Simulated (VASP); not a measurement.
Write the native input for VASP 6.6.1 that does the following.

* Task: single point
* Functional: PBE
* Potentials or basis: VASP PAW PBE potentials, release 64 (Ge_d)
* Cutoff: 520 eV
* k mesh: 1 × 1 × 1, shifted
* Occupations: fermi-dirac, width 0.05 eV
* Spin: no spin polarisation
* Dipole correction: no
* Further INCAR settings: ALGO = Normal; EDIFF = 1e-06; NBANDS = 111; ISYM = 0

The structure of Ge lies in POSCAR:

```
Ge
1.0
    6.6784480000      0.0216250000     -0.1503050000
    0.0216250000      7.0326220000     -0.1691540000
   -0.1503050000     -0.1691540000      6.8752970000
Ge
14
Direct
    0.1645277965      0.8417381676      0.9052654349
    0.5432525083      0.2085401244      0.8313117185
    0.6769799730      0.9080815879      0.6399508425
   -0.0425464984      0.1544280235      0.5388571819
    0.3825551430      0.0789428844      0.1536660097
    0.8992086965      0.2063397746      0.8945518661
    0.0557567462      0.5280210661      0.7568210352
    0.9823401231      0.5726403643      0.3832326139
    0.4262110909      0.4957129125      0.6164226040
    0.1652085110      0.3669053976      0.1207929171
    0.2648407815      0.8776567611      0.5482366864
    0.5441808631      0.7284483152      0.3302703943
    0.6821239423      0.3316902210      0.3455778517
    0.7688485583      0.8576599547      0.0222082616
```

One way to write it, as run:

INCAR

```
SYSTEM = Ge
  ALGO = Normal
  EDIFF = 1E-6
  ENCUT = 520
  GGA = PE
  ISIF = 2
  ISMEAR = -1
  ISYM = 0
  LASPH = .TRUE.
  LCHARG = .TRUE.
  LELF = .TRUE.
  LREAL = .FALSE.
  LVHAR = .TRUE.
  LWAVE = .FALSE.
  NBANDS = 111
  NELM = 60
  PREC = Accurate
  SIGMA = 0.05
```

KPOINTS

```
Automatic mesh
0
Gamma
  1 1 1
  0.25 0.25 0.25
```

Potentials or basis: VASP PAW PBE potentials, release 64 (Ge_d).

Launch:

```sh
$ cat potpaw_PBE.64/Ge_d/POTCAR > POTCAR
$ mpirun -np 1 vasp_std > vasp.out
```

Results of the run:

The pressure is -0.8 GPa, the largest force is 1.241 eV/Å and the band gap on the k mesh is 0.70 eV.

Caveat: the k points lie up to 0.94 Å⁻¹ apart.

Run time: 75 s on 1 thread of Intel Xeon 6975P-C (shared host), peak memory 0.35 GiB.
